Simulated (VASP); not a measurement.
# AlN (Cm) in VASP: single point with r2SCAN

Aim: the single point of AlN with r2SCAN.

Program: VASP 6.6.1. These are calculated values, not measurements. Logs are shortened: lines on timing, memory, paths and dates and some standing lists are left out, and cuts for length are marked.

### 1 The cell of the first run

Symmetry: Cm, No. 8, monoclinic system. The conventional cell has a = 5.352 Å, b = 3.090 Å, c = 15.372 Å, α = 90.00°, β = 100.02°, γ = 90.00°. Within 2.5 Å of Al (site symmetry m) lie 4 N at 1.89 Å. Within 2.5 Å of Al (site symmetry m) lie 4 N at 1.89 Å. Within 2.5 Å of Al (site symmetry m) lie 4 N at 1.89 Å. Within 2.5 Å of Al (site symmetry m) lie 4 N at 1.89 Å. Within 2.5 Å of Al (site symmetry m) lie 4 N at 1.89 Å. Al (site symmetry m) has 5 N at 1.89 to 2.44 Å within 2.5 Å. Within 2.5 Å of N (site symmetry m) lie 4 Al at 1.89 Å. Within 2.5 Å of N (site symmetry m) lie 4 Al at 1.89 Å.

### 2 Single point, r2SCAN (the part above a cut slid along it)

File POSCAR:

```
AlN
1.0
    2.1849006262     -2.1849006262      0.0000000000
    2.1849006262      0.0000000000     -2.1849006262
    9.8320528178      7.6471521916      8.7396025047
Al N
6 6
Direct
    0.8021000000      0.0000000000      0.3958000000
    0.2187666667      0.3333333333      0.2291333333
    0.3854333333      0.6666666667      0.5624666667
    0.5521000000      1.0000000000      0.8958000000
   -0.0312333333      0.3333333333      0.7291333333
    0.6354333333      0.6666666667      0.0624666667
    0.4479333333      0.6666666667      0.4374666667
    0.8646000000      1.0000000000      0.2708000000
    0.0312666667      0.3333333333      0.6041333333
    0.1979333333      0.6666666667      0.9374666667
   -0.3854000000      0.0000000000      0.7708000000
    0.2812666667      0.3333333333      0.1041333333
```

File INCAR.step1:

```
PREC     = Accurate       # precision mode
ENCUT    = 520            # plane-wave cutoff, eV
ISMEAR   = 0              # smearing method
SIGMA    = 0.05           # smearing width, eV
LREAL    = False          # projectors in reciprocal space
LASPH    = True           # aspherical terms in the spheres
NELM     = 60             # most SCF steps
NBANDS   = 36             # bands
ISYM     = 0            
GGA      = PE             # functional
ALGO     = Normal         # electronic algorithm
EDIFF    = 1E-4           # SCF threshold, eV
LWAVE    = True           # write WAVECAR
LCHARG   = False          # write CHGCAR
```

File INCAR.step2:

```
PREC     = Accurate       # precision mode
ENCUT    = 520            # plane-wave cutoff, eV
EDIFF    = 1E-6           # SCF threshold, eV
ISMEAR   = 0              # smearing method
SIGMA    = 0.05           # smearing width, eV
LREAL    = False          # projectors in reciprocal space
LASPH    = True           # aspherical terms in the spheres
NELM     = 60             # most SCF steps
ALGO     = Normal         # electronic algorithm
ISIF     = 2              # what is computed and relaxed
LWAVE    = False          # write WAVECAR
LCHARG   = False          # write CHGCAR
METAGGA  = R2SCAN         # meta-GGA
LMIXTAU  = True         
NBANDS   = 36             # bands
ISYM     = 0            
ISTART   = 1
```

File KPOINTS:

```
Automatic mesh
0
Gamma
  8 8 2
```

Potentials or basis: VASP PAW PBE potentials, release 64 (Al, N).

Launch:

```sh
> cat potpaw_PBE.64/Al/POTCAR potpaw_PBE.64/N/POTCAR > POTCAR
> cp INCAR.step1 INCAR
> mpirun -np 1 vasp_std > vasp.out
> cp INCAR.step2 INCAR
> mpirun -np 1 vasp_std > vasp.out
```

OUTCAR:

```text
PREC = Accurate
   ENCUT = 520
   EDIFF = 1E-6
   ISMEAR = 0
   LREAL = False
   LASPH = True
   NELM = 60
   ISIF = 2
   METAGGA = R2SCAN
   ISYM = 0
   ISTART = 1

 ion  position               nearest neighbor table
   1  0.802  0.000  0.396-   8 1.89   7 1.89   7 1.89   7 1.89   3 3.09   3 3.09   2 3.09   2 3.09
                             3 3.09   2 3.09
   2  0.219  0.333  0.229-  12 1.89   8 1.89   8 1.89   8 1.89   6 3.09   6 3.09   6 3.09   1 3.09
                             1 3.09   1 3.09
   3  0.385  0.667  0.562-   9 1.89   9 1.89   9 1.89   7 1.89   5 3.09   5 3.09   5 3.09   1 3.09
                             1 3.09   1 3.09
   4  0.552  0.000  0.896-  11 1.89  10 1.89  10 1.89  10 1.89   6 2.68   5 3.09   5 3.09   5 3.09

   5  0.969  0.333  0.729-   9 1.89  11 1.89  11 1.89  11 1.89   3 3.09   3 3.09   3 3.09   4 3.09
                             4 3.09   4 3.09
   6  0.635  0.667  0.062-  12 1.89  12 1.89  12 1.89  10 2.44  10 2.44   4 2.68   2 3.09   2 3.09
                             2 3.09
   7  0.448  0.667  0.437-   3 1.89   1 1.89   1 1.89   1 1.89
   8  0.865  0.000  0.271-   1 1.89   2 1.89   2 1.89   2 1.89
   9  0.031  0.333  0.604-   3 1.89   3 1.89   3 1.89   5 1.89
  10  0.198  0.667  0.937-   4 1.89   4 1.89   4 1.89   6 2.44   6 2.44
  11  0.615  0.000  0.771-   4 1.89   5 1.89   5 1.89   5 1.89
  12  0.281  0.333  0.104-   6 1.89   6 1.89   6 1.89   2 1.89

IMPORTANT INFORMATION: All symmetrisations will be switched off!
NOSYMM: (Re-)initialisation of all symmetry stuff for point group C_1.

----------------------------------------------------------------------------------------

                                     Primitive cell

  volume of cell :     125.1631

  direct lattice vectors                    reciprocal lattice vectors
     2.184900626 -2.184900626  0.000000000     0.133491960 -0.324194760  0.133491960
     2.184900626  0.000000000 -2.184900626     0.152562240  0.152562240 -0.305124480
     9.832052818  7.647152192  8.739602505     0.038140560  0.038140560  0.038140560

  length of vectors
     3.089916098  3.089916098 15.216072134     0.375156566  0.373699642  0.066061388

  position of ions in fractional coordinates (direct lattice)
     0.802100000  0.000000000  0.395800000
     0.218766667  0.333333333  0.229133333
     0.385433333  0.666666667  0.562466667
     0.552100000  0.000000000  0.895800000
     0.968766667  0.333333333  0.729133333
     0.635433333  0.666666667  0.062466667
     0.447933333  0.666666667  0.437466667
     0.864600000  0.000000000  0.270800000
     0.031266667  0.333333333  0.604133333
     0.197933333  0.666666667  0.937466667
     0.614600000  0.000000000  0.770800000
     0.281266667  0.333333333  0.104133333

  ion indices of the primitive-cell ions
   primitive index   ion index
                 1           1
                 2           2
                 3           3
                 4           4
                 5           5
                 6           6
                 7           7
                 8           8
                 9           9
                10          10
                11          11
                12          12

----------------------------------------------------------------------------------------

 KPOINTS: Automatic mesh

Automatic generation of k-mesh.
 Grid dimensions read from file:
 generate k-points for:    8    8    2

 Generating k-lattice:

  Cartesian coordinates                     Fractional coordinates (reciprocal lattice)
     0.016686495 -0.040524345  0.016686495     0.125000000  0.000000000  0.000000000
     0.019070280  0.019070280 -0.038140560     0.000000000  0.125000000  0.000000000
     0.019070280  0.019070280  0.019070280     0.000000000  0.000000000  0.500000000

  Length of vectors
     0.046894571  0.046712455  0.033030694

  Shift w.r.t. Gamma in fractional coordinates (k-lattice)
     0.000000000  0.000000000  0.000000000

 -----------------------------------------------------------------------------
|                                                                             |
|           W    W    AA    RRRRR   N    N  II  N    N   GGGG   !!!           |
|           W    W   A  A   R    R  NN   N  II  NN   N  G    G  !!!           |
|           W    W  A    A  R    R  N N  N  II  N N  N  G       !!!           |
|           W WW W  AAAAAA  RRRRR   N  N N  II  N  N N  G  GGG   !            |
|           WW  WW  A    A  R   R   N   NN  II  N   NN  G    G                |
|           W    W  A    A  R    R  N    N  II  N    N   GGGG   !!!           |
|                                                                             |
|     Your reciprocal lattice and k-lattice belong to different lattice       |
|     classes:                                                                |
|                                                                             |
|        The reciprocal lattice is body-centered orthorhombic,                |
|        whereas your k-lattice is base-centered monoclinic.                  |
|                                                                             |
|     Results are often still useful ...                                      |
|                                                                             |
 -----------------------------------------------------------------------------

 WARNING: IBZKPT: internal override: KBLOWUP is changed to .FALSE.
      ... skipping the blow-up phase ...

 Subroutine IBZKPT returns following result:
 ===========================================

 Found     68 irreducible k-points:

 Following reciprocal coordinates:
            Coordinates               Weight
  0.000000  0.000000  0.000000      1.000000
  0.125000  0.000000 -0.000000      2.000000
  0.250000  0.000000 -0.000000      2.000000
  0.375000  0.000000  0.000000      2.000000
  0.500000  0.000000 -0.000000      1.000000
  0.000000  0.125000  0.000000      2.000000
[... 16 lines left out ...]
  0.125000  0.375000 -0.000000      2.000000
  0.250000  0.375000 -0.000000      2.000000
 [... further k-points ...]
   k-points           NKPTS =     68   k-points in BZ     NKDIM =     68   number of bands    NBANDS=     36
   number of dos      NEDOS =    301   number of ions     NIONS =     12
   total plane-waves  NPLWV =  69120
   dimension x,y,z NGX =    24 NGY =   24 NGZ =  120
   dimension x,y,z NGXF=    48 NGYF=   48 NGZF=  240
   ions per type =               6   6
   NGX,Y,Z   is equivalent  to a cutoff of  12.91, 12.91, 13.11 a.u.
   NGXF,Y,Z  is equivalent  to a cutoff of  25.83, 25.83, 26.22 a.u.
 SYSTEM =  unknown system
   PREC   = accura    normal or accurate (medium, high low for compatibility)
   ISTART =      1    job   : 0-new  1-cont  2-samecut
   ICHARG =      0    charge: 1-file 2-atom 10-const
   ISPIN  =      1    spin polarized calculation?
   LNONCOLLINEAR =      F non collinear calculations
   LSORBIT =      F    spin-orbit coupling
   LASPH  =      T    aspherical Exc in radial PAW
   ENCUT  =  520.0 eV  38.22 Ry    6.18 a.u.   5.75  5.75 28.29*2*pi/ulx,y,z
   NELM   =     60;   NELMIN=  2; NELMDL=  0     # of ELM steps
   EDIFF  = 0.1E-05   stopping-criterion for ELM
   LREAL  =      F    real-space projection
   EDIFFG = 0.1E-04   stopping-criterion for IOM
   NSW    =      0    number of steps for IOM
   IBRION =     -1    ionic relax: 0-MD 1-quasi-New 2-CG
   NFREE  =      0    steps in history (QN), initial steepest desc. (CG)
   ISIF   =      2    stress and relaxation
   ISYM   =      0    0-nonsym 1-usesym 2-fastsym
   POTIM  = 0.5000    time-step for ionic-motion
   TEBEG  =    0.0;   TEEND  =   0.0 temperature during run
   PSTRESS=    0.0 pullay stress
   NELECT =      48.0000    total number of electrons
   NUPDOWN=      -1.0000    fix difference up-down
   EMIN   =  10.00;   EMAX   =-10.00  energy-range for DOS
   EFERMI =   0.00;   METHOD = LEGACY
   ISMEAR =     0;   SIGMA  =   0.05  broadening in eV -4-tet -1-fermi 0-gaus
   EFERMI_NEDOS =   21; number of points for ismear=-14 and -15
   IALGO  =     38    algorithm
   IMIX   =      4    mixing-type and parameters
     AMIX     =   0.40;   BMIX     =  1.00
     AMIX_MAG =   1.60;   BMIX_MAG =  1.00
  volume/ion in A,a.u.               =      10.43        70.39
  Fermi-wavevector in a.u.,A,eV,Ry     =   1.189405  2.247650 19.247952  1.414685
  Thomas-Fermi vector in A             =   2.325513
   LORBIT       =      0    0 simple, 1 ext, 2 COOP (PROOUT), +10 PAW based schemes
   METAGGA = R2SCAN    functional components
   LHFCALC =     F    Hartree Fock is set to
   AEXX    =    0.0000 exact exchange contribution
   IVDW    =     0    specifies the selected vdW correction
   LEPSILON=     F    determine dielectric tensor
   LRPA    =     F    only Hartree local field effects (RPA)
 non-spin polarized calculation
 Gauss-broadening in eV      SIGMA  =   0.05
  energy-cutoff  :      520.00
  volume of cell :      125.16
 maximum number of plane-waves:      3398
   NGX = 11   NGY = 11   NGZ = 57

 number of electron      48.0000008 magnetization

 Free energy of the ion-electron system (eV)
  ---------------------------------------------------
  ext. energy  EPLUGINS =         0.00000000
  ---------------------------------------------------
  free energy    TOTEN  =      -113.63707764 eV

  energy without entropy =     -113.63707764  energy(sigma->0) =     -113.63707764

 E-fermi :   6.3693     XC(G=0): -11.4406

 val. band max:        6.0942723525   @ k =   0.1250   0.1250   0.0000
 cond. band min:       9.6915306510   @ k =   0.0000   0.5000   0.0000
 fundamental gap:      3.5972582985
 Fermi energy:         6.3692666655

 k-point     1 :       0.0000    0.0000    0.0000
  band No.  band energies     occupation
      1     -10.0282      2.00000
      2      -9.6335      2.00000
      3      -9.5633      2.00000
      4      -8.6548      2.00000
      5      -8.5727      2.00000
      6      -7.9447      2.00000
[... 925 lines left out ...]
     35      16.9466      0.00000
     36      17.1563      0.00000

 [... further k-points ...]

------------------------ aborting loop because EDIFF is reached ----------------------------------------

  FORCE on cell =-STRESS in cart. coord.  units (eV):
  Direction    XX          YY          ZZ          XY          YZ          ZX
  --------------------------------------------------------------------------------------
  -------------------------------------------------------------------------------------
  Total       -3.6576833     -3.6578758      3.4367510      2.0101506      1.4178704      1.4181288
  in kB      -46.8209653    -46.8234305     43.9928738     25.7313673     18.1497560     18.1530637
  external PRESSURE =     -16.5505073 kB  Pullay stress =       0.0000000 kB

 VOLUME and BASIS-vectors are now :
 -----------------------------------------------------------------------------
  energy-cutoff  :      520.00
  volume of cell :      125.16
      direct lattice vectors                 reciprocal lattice vectors
     2.184900626 -2.184900626  0.000000000     0.133491960 -0.324194760  0.133491960
     2.184900626  0.000000000 -2.184900626     0.152562240  0.152562240 -0.305124480
     9.832052818  7.647152192  8.739602505     0.038140560  0.038140560  0.038140560

 POSITION                                       TOTAL-FORCE (eV/Angst)
 -----------------------------------------------------------------------------------
      5.64404      1.27423      3.45913         0.033697      0.033723      0.034913
      3.45913      1.27423      1.27423         0.056878      0.056901      0.171769
      7.82894      3.45913      3.45913         0.034347      0.034373      0.034595
     10.01384      5.64404      7.82894        -0.301598     -0.301583     -0.832538
     10.01384      3.45913      5.64404         0.035200      0.035225      0.044151
      3.45913     -0.91067     -0.91067        -0.244949     -0.244934      0.096704
      6.73649      2.36668      2.36668        -0.032998     -0.033015     -0.030924
      4.55158      0.18178      2.36668        -0.029612     -0.029631     -0.027599
      6.73649      4.55158      4.55158        -0.032574     -0.032594     -0.034100
     11.10629      6.73649      6.73649         0.528756      0.528736     -0.344202
      8.92139      4.55158      6.73649        -0.058346     -0.058364     -0.036576
      2.36668      0.18178      0.18178         0.011198      0.011164      0.923808
 -----------------------------------------------------------------------------------
    total drift:                                0.034081      0.035013      0.033751

  FREE ENERGIE OF THE ION-ELECTRON SYSTEM (eV)
  ---------------------------------------------------
  free  energy   TOTEN  =      -113.6370776369 eV

  energy  without entropy=     -113.6370776369  energy(sigma->0) =     -113.63707764
```

Wall time 17 min (1 thread of Intel Xeon Platinum 8259CL at 2.50GHz (Skylake/Cascade Lake), shared host); peak memory 0.39 GiB.

Results:

| Property | Result |
| --- | --- |
| Free energy | -113.6371 eV |
| Pressure | -1.7 GPa |
| Largest force | 0.935 eV/Å |
| Band gap on the k mesh | 3.60 eV (least direct gap 4.04 eV) |

Forces in eV/Å, atoms in the order of the input:
```
Al   0.034  0.034  0.035
Al   0.057  0.057  0.172
Al   0.034  0.034  0.035
Al  -0.302 -0.302 -0.833
Al   0.035  0.035  0.044
Al  -0.245 -0.245  0.097
N   -0.033 -0.033 -0.031
N   -0.030 -0.030 -0.028
N   -0.033 -0.033 -0.034
N    0.529  0.529 -0.344
N   -0.058 -0.058 -0.037
N    0.011  0.011  0.924
```

Stress tensor (GPa, compression positive):
```
-4.68  2.57  1.82
 2.57 -4.68  1.81
 1.82  1.81  4.40
```

Caveat: the cell differs from its parent crystal (the part above a cut slid along it); the stress differs along the axes, from -5 to 4 GPa; the PAW data sets were made with another functional, which shifts forces and pressure a little.
